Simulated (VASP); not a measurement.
# Hf (P6_3/mmc) in VASP: further runs

Hf is run at these levels: B3LYP5; tasks: single point.

Everything below comes from runs of VASP 6.6.1. Logs are shortened: lines on timing, memory, paths and dates and some standing lists are left out, and cuts for length are marked.

**1. The cell of the first run**

The structure is hexagonal, space group P6_3/mmc (No. 194). The conventional cell has a = 3.175 Å, b = 3.175 Å, c = 5.024 Å, α = 90.00°, β = 90.00°, γ = 120.00°. Within 4.1 Å of Hf (site symmetry -6m2) lie 12 Hf at 3.11 to 3.18 Å.

**2. Single point, B3LYP5**

The input, POSCAR:

```
Hf
1.0
    3.1752449911      0.0000000000      0.0000000000
   -1.5876224956      2.7498428256      0.0000000000
    0.0000000000      0.0000000000      5.0238540107
Hf
2
Direct
    0.6666666667      0.3333333333      0.7500000000
    0.3333333333      0.6666666667      0.2500000000
```

The input, INCAR.step1:

```
PREC = Accurate
ENCUT = 520
EDIFF = 1E-5
ISMEAR = -1
SIGMA = 0.05
LREAL = F
LASPH = T
NELM = 80
ALGO = Normal
ISIF = 2
LWAVE = T
GGA = PE
NBANDS = 17
```

The input, INCAR.step2:

```
PREC = Accurate
ENCUT = 520
EDIFF = 1E-6
ISMEAR = -1
SIGMA = 0.05
LREAL = F
LASPH = T
NELM = 80
ALGO = Normal
ISIF = 2
LWAVE = F
LCHARG = T
GGA = B5
LHFCALC = T
AEXX = 0.2
AGGAX = 0.72
AGGAC = 0.81
ALDAC = 0.19
PRECFOCK = Normal
LELF = T
LVHAR = T
ISTART = 1
NBANDS = 17
```

The input, KPOINTS:

```
regular mesh
0
Gamma
  5 5 3
```

Potentials or basis: VASP PAW PBE potentials, release 64 (Hf_pv).

Run with:

```console
cat potpaw_PBE.64/Hf_pv/POTCAR > POTCAR
cp INCAR.step1 INCAR
mpirun -np 1 vasp_std > vasp.out
cp INCAR.step2 INCAR
mpirun -np 1 vasp_std > vasp.out
```

OUTCAR:

```text
PREC = Accurate
   ENCUT = 520
   EDIFF = 1E-6
   ISMEAR = -1
   LREAL = F
   LASPH = T
   NELM = 80
   ISIF = 2
   GGA = B5
   LHFCALC = T
   AEXX = 0.2
   PRECFOCK = Normal
   ISTART = 1

 ion  position               nearest neighbor table
   1  0.667  0.333  0.750-   2 3.11   2 3.11   2 3.11   2 3.11   2 3.11   2 3.11
   2  0.333  0.667  0.250-   1 3.11   1 3.11   1 3.11   1 3.11   1 3.11   1 3.11

  LATTYP: Found a hexagonal cell.
 ALAT       =     3.1752449911
 C/A-ratio  =     1.5821941377

  Lattice vectors:

 A1 = (   3.1752449911,   0.0000000000,   0.0000000000)
 A2 = (  -1.5876224956,   2.7498428256,   0.0000000000)
 A3 = (   0.0000000000,   0.0000000000,   5.0238540107)

Analysis of symmetry for initial positions (statically):
=====================================================================
 Subroutine PRICEL returns:
 Original cell was already a primitive cell.

 Routine SETGRP: Setting up the symmetry group for a
 hexagonal supercell.

 Subroutine GETGRP returns: Found 24 space group operations
 (whereof 12 operations were pure point group operations)
 out of a pool of 24 trial point group operations.

The static configuration has the point symmetry D_3d.
 The point group associated with its full space group is D_6h.

Analysis of symmetry for dynamics (positions and initial velocities):
=====================================================================
 Subroutine PRICEL returns:
 Original cell was already a primitive cell.

 Routine SETGRP: Setting up the symmetry group for a
 hexagonal supercell.

 Subroutine GETGRP returns: Found 24 space group operations
 (whereof 12 operations were pure point group operations)
 out of a pool of 24 trial point group operations.

The dynamic configuration has the point symmetry D_3d.
 The point group associated with its full space group is D_6h.

 Subroutine INISYM returns: Found 24 space group operations
 (whereof 12 operations are pure point group operations),
 and found     1 'primitive' translations

----------------------------------------------------------------------------------------

                                     Primitive cell

  volume of cell :      43.8654

  direct lattice vectors                    reciprocal lattice vectors
     3.175244991  0.000000000  0.000000000     0.314936329  0.181828574  0.000000000
    -1.587622496  2.749842826  0.000000000     0.000000000  0.363657148  0.000000000
     0.000000000  0.000000000  5.023854011     0.000000000  0.000000000  0.199050370

  length of vectors
     3.175244991  3.175244991  5.023854011     0.363657148  0.363657148  0.199050370

  position of ions in fractional coordinates (direct lattice)
     0.666666667  0.333333333  0.750000000
     0.333333333  0.666666667  0.250000000

  ion indices of the primitive-cell ions
   primitive index   ion index
                 1           1
                 2           2

----------------------------------------------------------------------------------------

 KPOINTS: regular mesh

Automatic generation of k-mesh.
 Grid dimensions read from file:
 generate k-points for:    5    5    3

 Generating k-lattice:

  Cartesian coordinates                     Fractional coordinates (reciprocal lattice)
     0.062987266  0.036365715  0.000000000     0.200000000  0.000000000  0.000000000
     0.000000000  0.072731430  0.000000000     0.000000000  0.200000000  0.000000000
     0.000000000  0.000000000  0.066350123     0.000000000  0.000000000  0.333333333

  Length of vectors
     0.072731430  0.072731430  0.066350123

  Shift w.r.t. Gamma in fractional coordinates (k-lattice)
     0.000000000  0.000000000  0.000000000

 Subroutine IBZKPT returns following result:
 ===========================================

 Found     10 irreducible k-points:

 Following reciprocal coordinates:
            Coordinates               Weight
  0.000000  0.000000  0.000000      1.000000
  0.200000 -0.000000  0.000000      6.000000
  0.400000 -0.000000  0.000000      6.000000
  0.200000  0.200000  0.000000      6.000000
  0.400000  0.200000  0.000000      6.000000
  0.000000  0.000000  0.333333      2.000000
  0.200000 -0.000000  0.333333     12.000000
  0.400000 -0.000000  0.333333     12.000000
  0.200000  0.200000  0.333333     12.000000
  0.400000  0.200000  0.333333     12.000000
   k-points           NKPTS =     10   k-points in BZ     NKDIM =     75   number of bands    NBANDS=     17
   number of dos      NEDOS =    301   number of ions     NIONS =      2
   total plane-waves  NPLWV =  23040
   dimension x,y,z NGX =    24 NGY =   24 NGZ =   40
   dimension x,y,z NGXF=    48 NGYF=   48 NGZF=   80
   ions per type =               2
   NGX,Y,Z   is equivalent  to a cutoff of  12.57, 12.57, 13.24 a.u.
   NGXF,Y,Z  is equivalent  to a cutoff of  25.13, 25.13, 26.47 a.u.
 SYSTEM =  unknown system
   PREC   = accura    normal or accurate (medium, high low for compatibility)
   ISTART =      1    job   : 0-new  1-cont  2-samecut
   ICHARG =      0    charge: 1-file 2-atom 10-const
   ISPIN  =      1    spin polarized calculation?
   LNONCOLLINEAR =      F non collinear calculations
   LSORBIT =      F    spin-orbit coupling
   LASPH  =      T    aspherical Exc in radial PAW
   ENCUT  =  520.0 eV  38.22 Ry    6.18 a.u.   5.90  5.90  9.34*2*pi/ulx,y,z
   NELM   =     80;   NELMIN=  2; NELMDL=  0     # of ELM steps
   EDIFF  = 0.1E-05   stopping-criterion for ELM
   LREAL  =      F    real-space projection
   EDIFFG = 0.1E-04   stopping-criterion for IOM
   NSW    =      0    number of steps for IOM
   IBRION =     -1    ionic relax: 0-MD 1-quasi-New 2-CG
   NFREE  =      0    steps in history (QN), initial steepest desc. (CG)
   ISIF   =      2    stress and relaxation
   ISYM   =      3    0-nonsym 1-usesym 2-fastsym
   POTIM  = 0.5000    time-step for ionic-motion
   TEBEG  =    0.0;   TEEND  =   0.0 temperature during run
   PSTRESS=    0.0 pullay stress
   NELECT =      20.0000    total number of electrons
   NUPDOWN=      -1.0000    fix difference up-down
   EMIN   =  10.00;   EMAX   =-10.00  energy-range for DOS
   EFERMI =   0.00;   METHOD = LEGACY
   ISMEAR =    -1;   SIGMA  =   0.05  broadening in eV -4-tet -1-fermi 0-gaus
   EFERMI_NEDOS =   21; number of points for ismear=-14 and -15
   IALGO  =     38    algorithm
   IMIX   =      1    mixing-type and parameters
     AMIX     =   0.40;   BMIX     =  1.00
     AMIX_MAG =   1.60;   BMIX_MAG =  1.00
  volume/ion in A,a.u.               =      21.93       148.01
  Fermi-wavevector in a.u.,A,eV,Ry     =   1.260020  2.381093 21.601297  1.587651
  Thomas-Fermi vector in A             =   2.393551
   LORBIT       =      0    0 simple, 1 ext, 2 COOP (PROOUT), +10 PAW based schemes
   GGA     = B5    functional components
   LHFCALC =     T    Hartree Fock is set to
   PRECFOCK=normal    Normal, Fast or Accurate (Low or Medium for compatibility)
   ENCUT4O =  -1.0   cutoff for four orbital integrals eV
   NKREDX  =     1    reduce k-point grid by
   NKREDY  =     1    reduce k-point grid by
   NKREDZ  =     1    reduce k-point grid by
   AEXX    =    0.2000 exact exchange contribution
   HFSCREEN=    0.0000 screening length (either q_TF or 0.3 A-1)
   HFSCREENC=   0.0000 screening length for correlation (either q_TF or 0.3 A-1)
   ENCUTFOCK=  -1.0 apply spherical cutoff to Coloumb kernel
   IVDW    =     0    specifies the selected vdW correction
   LEPSILON=     F    determine dielectric tensor
   LRPA    =     F    only Hartree local field effects (RPA)
 non-spin polarized calculation
  energy-cutoff  :      520.00
  volume of cell :       43.87
 maximum number of plane-waves:      1190
 NGX is ok and might be reduce to    24
  NGX = 18; NGY = 18; NGZ = 30

 number of electron      19.9999999 magnetization

 Free energy of the ion-electron system (eV)
  ---------------------------------------------------
  ext. energy  EPLUGINS =         0.00000000
  ---------------------------------------------------
  free energy    TOTEN  =       -21.22037455 eV

  energy without entropy =      -21.20833764  energy(sigma->0) =      -21.21435610

 E-fermi :   5.3497     XC(G=0):  -8.9690

 val. band max:        5.3478151693   @ k =   0.2000  -0.0000   0.3333
 cond. band min:       5.6473839163   @ k =   0.0000   0.0000   0.3333
 fundamental gap:      0.2995687470
 Fermi energy:         5.3497302510

 k-point     1 :       0.0000    0.0000    0.0000
  band No.  band energies     occupation
      1     -27.8871      2.00000
      2     -26.9908      2.00000
      3     -26.9908      2.00000
      4     -26.8557      2.00000
      5     -26.8447      2.00000
      6     -26.8447      2.00000
[... 9 lines left out ...]
     16       8.8519      0.00000
     17      11.6266      0.00000

 k-point     2 :       0.2000   -0.0000    0.0000
  band No.  band energies     occupation
      1     -27.7674      2.00000
      2     -27.2278      2.00000
      3     -27.0880      2.00000
      4     -27.0632      2.00000
      5     -26.9103      2.00000
      6     -26.8763      2.00000
[... 9 lines left out ...]
     16       9.2286      0.00000
     17      12.3262      0.00000

 k-point     3 :       0.4000   -0.0000    0.0000
  band No.  band energies     occupation
      1     -27.6172      2.00000
      2     -27.5087      2.00000
      3     -27.4393      2.00000
      4     -27.1716      2.00000
      5     -27.0624      2.00000
      6     -26.9354      2.00000
[... 9 lines left out ...]
     16      11.8448      0.00000
     17      12.8417      0.00000

 k-point     4 :       0.2000    0.2000    0.0000
  band No.  band energies     occupation
      1     -27.5720      2.00000
      2     -27.4354      2.00000
      3     -27.4074      2.00000
      4     -27.1532      2.00000
      5     -27.0196      2.00000
      6     -27.0055      2.00000
[... 9 lines left out ...]
     16      11.7274      0.00000
     17      12.3575      0.00000
[... 63 lines left out ...]
      1     -27.7367      2.00000
      2     -27.6230      2.00000
      3     -27.2229      2.00000
      4     -27.1136      2.00000
      5     -27.0374      2.00000
      6     -26.9953      2.00000
[... 9 lines left out ...]
     16      11.7216      0.00000
     17      12.3495      0.00000

 k-point     9 :       0.2000    0.2000    0.3333
  band No.  band energies     occupation
      1     -27.6432      2.00000
      2     -27.5302      2.00000
      3     -27.1993      2.00000
      4     -27.1958      2.00000
      5     -27.0477      2.00000
      6     -26.9757      2.00000
[... 9 lines left out ...]
     16      11.4567      0.00000
     17      12.3592      0.00000

 k-point    10 :       0.4000    0.2000    0.3333
  band No.  band energies     occupation
      1     -27.6958      2.00000
      2     -27.6213      2.00000
      3     -27.3524      2.00000
      4     -27.2068      2.00000
      5     -27.0931      2.00000
      6     -27.0128      2.00000
[... 9 lines left out ...]
     16      12.1928      0.00000
     17      13.6307      0.00000

------------------------ aborting loop because EDIFF is reached ----------------------------------------

  FORCE on cell =-STRESS in cart. coord.  units (eV):
  Direction    XX          YY          ZZ          XY          YZ          ZX
  --------------------------------------------------------------------------------------
  -------------------------------------------------------------------------------------
  Total        1.2112449      1.2112449      0.6112654     -0.0000000     -0.0000000     -0.0000000
  in kB       44.2405394     44.2405394     22.3263798     -0.0000000     -0.0000000     -0.0000000
  external PRESSURE =      36.9358195 kB  Pullay stress =       0.0000000 kB

 VOLUME and BASIS-vectors are now :
 -----------------------------------------------------------------------------
  energy-cutoff  :      520.00
  volume of cell :       43.87
      direct lattice vectors                 reciprocal lattice vectors
     3.175244991  0.000000000  0.000000000     0.314936329  0.181828574  0.000000000
    -1.587622496  2.749842826  0.000000000     0.000000000  0.363657148  0.000000000
     0.000000000  0.000000000  5.023854011     0.000000000  0.000000000  0.199050370

 POSITION                                       TOTAL-FORCE (eV/Angst)
 -----------------------------------------------------------------------------------
      1.58762      0.91661      3.76789         0.000000     -0.000000      0.000000
     -0.00000      1.83323      1.25596        -0.000000      0.000000     -0.000000
 -----------------------------------------------------------------------------------
    total drift:                                0.000000      0.000000      0.000000

  FREE ENERGIE OF THE ION-ELECTRON SYSTEM (eV)
  ---------------------------------------------------
  free  energy   TOTEN  =       -21.2203745541 eV

  energy  without entropy=      -21.2083376413  energy(sigma->0) =      -21.21435610
```

Wall time 13 min (1 thread of Intel Xeon Platinum 8259CL at 2.50GHz (Skylake/Cascade Lake), shared host); peak memory 0.17 GiB.

What came out:

| Item | Value |
| --- | --- |
| Free energy | -21.2204 eV |
| Pressure | 3.7 GPa |
| Band gap on the k mesh | zero (bands 10 and 11 overlap by 2.00 eV) |

Levels at points of the mesh, in eV from the Fermi level:
| k point | band 7 | band 8 | band 9 | band 10 | band 11 | band 12 | band 13 | band 14 |
| --- | --- | --- | --- | --- | --- | --- | --- | --- |
| (0.00, 0.00, 0.00) | -8.47 | -4.41 | 1.03 | 1.77 | 1.77 | 2.19 | 2.77 | 2.77 |

Caveat: the k points lie up to 0.46 Å⁻¹ apart, too coarse for converged energies and pressures of a metal; the PAW data sets were made with another functional, which shifts forces and pressure a little; spin-orbit coupling is left out, which moves the levels of the heavy elements.

(Continued in part 2 of 2.)

The gap in the log of VASP goes by the Fermi energy; the results here count the filled bands.